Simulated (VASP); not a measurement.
# Ta4O (P4/mmm) in VASP: further runs, part 2 of 2

VASP 6.6.1.

## Step 4: Relaxation of cell and atoms, PBE+D4

File INCAR:

```
SYSTEM = Ta4O
PREC = Accurate ; ENCUT = 600
EDIFF = 1E-6 ; ISMEAR = 0
SIGMA = 0.1 ; LREAL = .FALSE.
LASPH = .TRUE. ; NELM = 100
ALGO = Normal ; ISIF = 3
LWAVE = .FALSE. ; LCHARG = .FALSE.
GGA = PE ; IVDW = 13
IBRION = 2 ; NSW = 80
EDIFFG = -0.01
```

File KPOINTS:

```
Automatic mesh
0
G
  12 12 6
  0 0 0
```

File POSCAR:

```
Ta4O
1.0
    3.2574970000      0.0000000000      0.0000000000
    0.0000000000      3.2574970000      0.0000000000
    0.0000000000      0.0000000000      7.4093410000
Ta O
4 1
Direct
    0.0000000000      0.0000000000      0.5000000000
    0.5000000000      0.5000000000      0.7831580000
    0.5000000000      0.5000000000      0.2168420000
    0.0000000000      0.0000000000      0.0000000000
    0.5000000000      0.5000000000      0.5000000000
```

Potentials or basis: VASP PAW PBE potentials, release 64 (Ta_pv, O).

Launch:

```console
> cat potpaw_PBE.64/Ta_pv/POTCAR potpaw_PBE.64/O/POTCAR > POTCAR
> mpirun -np 1 vasp_std > vasp.out
```

OUTCAR:

```text
SYSTEM = Ta4O
   PREC = Accurate
   ENCUT = 600
   EDIFF = 1E-6
   ISMEAR = 0
   LREAL = .FALSE.
   LASPH = .TRUE.
   NELM = 100
   ISIF = 3
   GGA = PE
   IVDW = 13
   IBRION = 2
   NSW = 80
   EDIFFG = -0.01

 ion  position               nearest neighbor table
   1  0.000  0.000  0.500-   5 2.30   5 2.30   5 2.30   5 2.30   3 3.12   3 3.12   2 3.12   3 3.12
                             2 3.12   2 3.12   3 3.12   2 3.12
   2  0.500  0.500  0.783-   5 2.10   4 2.81   4 2.81   4 2.81   4 2.81   1 3.12   1 3.12   1 3.12
                             1 3.12   3 3.21
   3  0.500  0.500  0.217-   5 2.10   4 2.81   4 2.81   4 2.81   4 2.81   1 3.12   1 3.12   1 3.12
                             1 3.12   2 3.21
   4  0.000  0.000  0.000-   2 2.81   3 2.81   2 2.81   3 2.81   2 2.81   3 2.81   2 2.81   3 2.81

   5  0.500  0.500  0.500-   2 2.10   3 2.10   1 2.30   1 2.30   1 2.30   1 2.30

  LATTYP: Found a simple tetragonal cell.
 ALAT       =     3.2574970000
 C/A-ratio  =     2.2745503680

  Lattice vectors:
[... 402 lines left out ...]
--------------------------------------- Ionic step       10  -------------------------------------------

 number of electron      50.0000005 magnetization

 Free energy of the ion-electron system (eV)
  ---------------------------------------------------
  ext. energy  EPLUGINS =         0.00000000
  ---------------------------------------------------
  free energy    TOTEN  =       -55.08567514 eV

  energy without entropy =      -55.07717309  energy(sigma->0) =      -55.08142412

 E-fermi :   6.5521     XC(G=0): -12.6838

 val. band max:        6.5461126961   @ k =   0.3333   0.0000   0.0000
 cond. band min:       6.5588595815   @ k =   0.5000   0.2500   0.0000
 fundamental gap:      0.0127468854
 Fermi energy:         6.5521061927

 k-point     1 :       0.0000    0.0000    0.0000
  band No.  band energies     occupation
      1     -28.9932      2.00000
      2     -28.9932      2.00000
      3     -28.6363      2.00000
      4     -28.0659      2.00000
      5     -27.9365      2.00000
      6     -27.7202      2.00000
[... 781 lines left out ...]
     29       9.1589      0.00000
     30       9.7027      0.00000

 [... further k-points ...]

------------------------ aborting loop because EDIFF is reached ----------------------------------------

  DFT-D4 for vdW energy calculation

  Edisp (eV):   -1.45350
[... 28 lines left out ...]
  FREE ENERGIE OF THE ION-ELECTRON SYSTEM (eV)
  ---------------------------------------------------
  free  energy   TOTEN  =       -56.5391764064 eV

  energy  without entropy=      -56.5306743544  energy(sigma->0) =      -56.53492538

 reached required accuracy - stopping structural energy minimisation
```

OSZICAR:

```text
N       E                     dE             d eps       ncg     rms          rms(c)
DAV:   1     0.527713210372E+03    0.52771E+03   -0.30448E+04  6720   0.193E+03
DAV:   2    -0.276752637744E+02   -0.55539E+03   -0.54355E+03  7274   0.531E+02
DAV:   3    -0.588069540700E+02   -0.31132E+02   -0.30201E+02  8542   0.108E+02
DAV:   4    -0.596163950610E+02   -0.80944E+00   -0.79439E+00  8430   0.157E+01
[... 67 lines left out ...]
DAV:   1    -0.550857076577E+02   -0.57079E-03   -0.70247E-03  6732   0.623E-01    0.635E-02
DAV:   2    -0.550856896944E+02    0.17963E-04   -0.44925E-04  7488   0.148E-01    0.277E-02
DAV:   3    -0.550856811961E+02    0.84982E-05   -0.70272E-05  8798   0.482E-02    0.135E-02
DAV:   4    -0.550856756858E+02    0.55103E-05   -0.29206E-05  8662   0.310E-02    0.626E-03
DAV:   5    -0.550856751416E+02    0.54425E-06   -0.20931E-06  5458   0.104E-02
  10 F= -.56539176E+02 E0= -.56534925E+02  d E =-.171490E-04
```

Wall time 8.1 min (1 thread of Intel Xeon 6975P-C (Granite Rapids), shared host); peak memory 0.41 GiB.

What came out:

```
Free energy                            : -56.5392 eV
Relaxed volume                         : 15.47 Å³/atom
Relaxed cell                           : a = 3.238 Å, b = 3.238 Å, c = 7.379 Å, α = 90.00°, β = 90.00°, γ = 90.00°
Space group after relaxing (to 0.05 Å) : P4/mmm (No. 123)
Energy gained by relaxing              : 2.8 meV/atom
Ionic steps                            : 10
Pressure after relaxing                : 0.0 GPa
Largest force after relaxing           : 0.006 eV/Å
Band gap on the k mesh                 : zero (band 25 reaches 7.04 eV, above the bottom of band 26 at 6.04 eV)
Dispersion energy per atom             : -0.291 eV
```

Forces on the atoms (eV/Å):
```
Ta   0.000  0.000  0.000
Ta   0.000  0.000 -0.006
Ta   0.000  0.000  0.006
Ta   0.000  0.000  0.000
O    0.000  0.000  0.000
```

The path:
```csv
step,energy change (eV),largest force (eV/Å),pressure (GPa),volume (Å³)
1,0.0000,0.0381,-3.52,78.62
2,0.0537,0.1501,8.46,74.76
3,-0.0139,0.0129,-0.04,77.39
4,-0.0139,0.0142,0.01,77.37
5,-0.0141,0.0201,0.03,77.34
6,-0.0141,0.0193,0.04,77.34
7,-0.0141,0.0163,0.04,77.34
8,-0.0141,0.0171,0.03,77.34
9,-0.0141,0.0182,0.03,77.34
10,-0.0141,0.0057,-0.05,77.37
```

Final structure:
```
CELL_PARAMETERS angstrom
3.23810 0.00000 0.00000
0.00000 3.23810 0.00000
0.00000 0.00000 7.37895
ATOMIC_POSITIONS crystal
Ta 0.00000 0.00000 0.50000
Ta 0.50000 0.50000 0.78306
Ta 0.50000 0.50000 0.21694
Ta 0.00000 0.00000 0.00000
O 0.50000 0.50000 0.50000
```

Caveat: spin-orbit coupling is left out, which moves the levels of the heavy elements; pairwise dispersion overbinds metals, which lowers pressure and volume.

## Step 5: Single point, r2SCAN

This run uses another cell than the first one, of 15.42 Å³/atom, 0.981 times its volume.

File POSCAR:

```
Ta4O
1.0
    3.2425477076      0.0000000000      0.0000000000
    0.0000000000      3.2425477076      0.0000000000
    0.0000000000      0.0000000000      7.3320862788
Ta O
4 1
Direct
    0.0000000000      0.0000000000      0.5000000000
    0.5000000000      0.5000000000      0.7824172453
    0.5000000000      0.5000000000      0.2175827547
    0.0000000000      0.0000000000      0.0000000000
    0.5000000000      0.5000000000      0.5000000000
```

File INCAR.step1:

```
SYSTEM = Ta4O
PREC = Accurate ; ENCUT = 520
ISMEAR = 0 ; SIGMA = 0.1
LREAL = .False. ; LASPH = .True.
NELM = 100 ; NBANDS = 33
GGA = PE ; ALGO = Normal
EDIFF = 1E-4 ; LWAVE = .True.
LCHARG = .False.
```

File INCAR.step2:

```
SYSTEM = Ta4O
PREC = Accurate ; ENCUT = 520
EDIFF = 1E-6 ; ISMEAR = 0
SIGMA = 0.1 ; LREAL = .False.
LASPH = .True. ; NELM = 100
ALGO = Normal ; ISIF = 2
LWAVE = .False. ; LCHARG = .True.
METAGGA = R2SCAN ; LMIXTAU = .True.
LELF = .True. ; LVHAR = .True.
NBANDS = 33 ; ISTART = 1
```

File KPOINTS:

```
regular mesh
0
Gamma
  12 12 6
  0 0 0
```

Launch:

```console
> cat potpaw_PBE.64/Ta_pv/POTCAR potpaw_PBE.64/O/POTCAR > POTCAR
> cp INCAR.step1 INCAR
> mpirun -np 1 vasp_std > vasp.out
> cp INCAR.step2 INCAR
> mpirun -np 1 vasp_std > vasp.out
```

Wall time 11 min (1 thread of Intel Xeon Platinum 8488C (Sapphire Rapids), shared host); peak memory 0.34 GiB.

It converged, with:

```yaml
Free_energy: -203.5471 eV
Pressure: 0.9 GPa
Largest_force: 0.035 eV/Å
Band_gap_on_the_k_mesh: zero (band 25 reaches 7.08 eV, above the bottom of band 26 at 5.94 eV)
```

Forces in eV/Å, atoms in the order of the input:
```
Ta   0.000  0.000  0.000
Ta   0.000  0.000  0.035
Ta   0.000  0.000 -0.035
Ta   0.000  0.000  0.000
O    0.000  0.000  0.000
```

Stress tensor (GPa, compression positive):
```
0.87 0.00 0.00
0.00 0.87 0.00
0.00 0.00 0.97
```

Levels at points of the mesh, in eV from the Fermi level:
| k point | band 21 | band 22 | band 23 | band 24 | band 25 | band 26 | band 27 | band 28 | band 29 | band 30 |
| --- | --- | --- | --- | --- | --- | --- | --- | --- | --- | --- |
| (0.00, 0.00, 0.00) | -2.66 | -1.65 | -0.46 | -0.46 | 0.16 | 0.66 | 1.06 | 1.06 | 1.63 | 1.81 |
| (0.50, 0.00, 0.00) | -1.61 | -1.18 | -0.99 | -0.72 | 0.17 | 0.96 | 1.02 | 1.29 | 1.80 | 2.31 |
| (0.50, 0.50, 0.00) | -2.23 | -1.67 | -1.67 | -0.75 | -0.75 | 1.99 | 2.78 | 2.84 | 2.84 | 3.30 |
| (0.00, 0.00, 0.50) | -3.71 | -0.56 | -0.56 | -0.49 | 0.55 | 0.76 | 0.76 | 1.07 | 1.15 | 2.04 |
| (0.50, 0.00, 0.50) | -1.86 | -1.26 | -1.07 | -0.76 | -0.53 | 1.12 | 1.37 | 1.83 | 1.98 | 2.49 |
| (0.50, 0.50, 0.50) | -2.93 | -1.82 | -1.82 | -0.10 | -0.10 | 2.00 | 2.04 | 2.04 | 3.30 | 3.31 |

Caveat: the PAW data sets were made with another functional, which shifts forces and pressure a little; spin-orbit coupling is left out, which moves the levels of the heavy elements.

## Step 6: Single point, r2SCAN

This run uses another cell than the first one, of 15.42 Å³/atom, 0.981 times its volume.

POSCAR is that of step 5.

File INCAR.step1:

```
PREC = Accurate ; ENCUT = 520
ISMEAR = 0 ; SIGMA = 0.1
LREAL = F ; LASPH = T
NELM = 80 ; NBANDS = 33
GGA = PE ; ALGO = Normal
EDIFF = 1E-4 ; LWAVE = T
LCHARG = F
```

File INCAR.step2:

```
PREC = Accurate ; ENCUT = 520
EDIFF = 1E-7 ; ISMEAR = 0
SIGMA = 0.1 ; LREAL = F
LASPH = T ; NELM = 80
ALGO = Normal ; ISIF = 2
LWAVE = F ; LCHARG = F
METAGGA = R2SCAN ; LMIXTAU = T
NBANDS = 33 ; ISTART = 1
```

File KPOINTS:

```
regular mesh
0
Gamma
  12 12 6
```

Potentials or basis: VASP PAW PBE potentials, release 64 (Ta_pv, O).

Launch:

```console
> cat potpaw_PBE.64/Ta_pv/POTCAR potpaw_PBE.64/O/POTCAR > POTCAR
> cp INCAR.step1 INCAR
> mpirun -np 1 vasp_std > vasp.out
> cp INCAR.step2 INCAR
> mpirun -np 1 vasp_std > vasp.out
```

It took 12 min on 1 thread of Intel Xeon Platinum 8488C (Sapphire Rapids), shared host; peak memory 0.34 GiB.

Results (log left out):

* Free energy: -203.5471 eV
* Pressure: 0.9 GPa
* Largest force: 0.035 eV/Å
* Band gap on the k mesh: zero (band 25 reaches 7.08 eV, above the bottom of band 26 at 5.94 eV)

Forces in eV/Å, atoms in the order of the input:
```
Ta   0.000  0.000  0.000
Ta   0.000  0.000  0.035
Ta   0.000  0.000 -0.035
Ta   0.000  0.000  0.000
O    0.000  0.000  0.000
```

Stress tensor (GPa, compression positive):
```
0.87 0.00 0.00
0.00 0.87 0.00
0.00 0.00 0.97
```

Levels at points of the mesh, in eV from the Fermi level:
```csv
k point,band 23,band 24,band 25,band 26,band 27,band 28
"(0.00, 0.00, 0.00)",-0.46,-0.46,0.16,0.66,1.06,1.06
"(0.50, 0.00, 0.00)",-0.99,-0.72,0.17,0.96,1.02,1.29
"(0.50, 0.50, 0.00)",-1.67,-0.75,-0.75,1.99,2.78,2.84
"(0.00, 0.00, 0.50)",-0.56,-0.49,0.55,0.76,0.76,1.07
"(0.50, 0.00, 0.50)",-1.07,-0.76,-0.53,1.12,1.37,1.83
"(0.50, 0.50, 0.50)",-1.82,-0.10,-0.10,2.00,2.04,2.04
```

Caveat: the PAW data sets were made with another functional, which shifts forces and pressure a little; spin-orbit coupling is left out, which moves the levels of the heavy elements.

## Step 7: The runs side by side

```tsv
task	level	cell	k mesh	cutoff (eV)	gap on the mesh (eV)	pressure (GPa)	largest force (eV/Å)
single point	PBE	a = 3.257, b = 3.257, c = 7.409 Å, 5 atoms	10 × 10 × 4	520	none	-0.6	0.02
single point	PBE	a = 3.257, b = 3.257, c = 7.409 Å, 5 atoms	10 × 10 × 4, shifted	520	none	-0.5	0.08
relaxation of cell and atoms	PBE+D4	relaxed from a = 3.257, b = 3.257, c = 7.409 Å, 5 atoms	12 × 12 × 6	600	none	0.0	0.01
single point	r2SCAN	a = 3.243, b = 3.243, c = 7.332 Å, 5 atoms	12 × 12 × 6	520	none	0.9	0.04
```

Alike in all rows: potentials or basis VASP PAW PBE potentials, release 64 (Ta_pv, O); no spin polarisation; smearing gaussian 0.1 eV.

Caveats: spin-orbit coupling is left out, which moves the levels of the heavy elements; pairwise dispersion overbinds metals, which lowers pressure and volume (some runs); the PAW data sets were made with another functional, which shifts forces and pressure a little (some runs).

Total energies depend on the potentials used, so only differences within one code and one set of settings carry meaning.
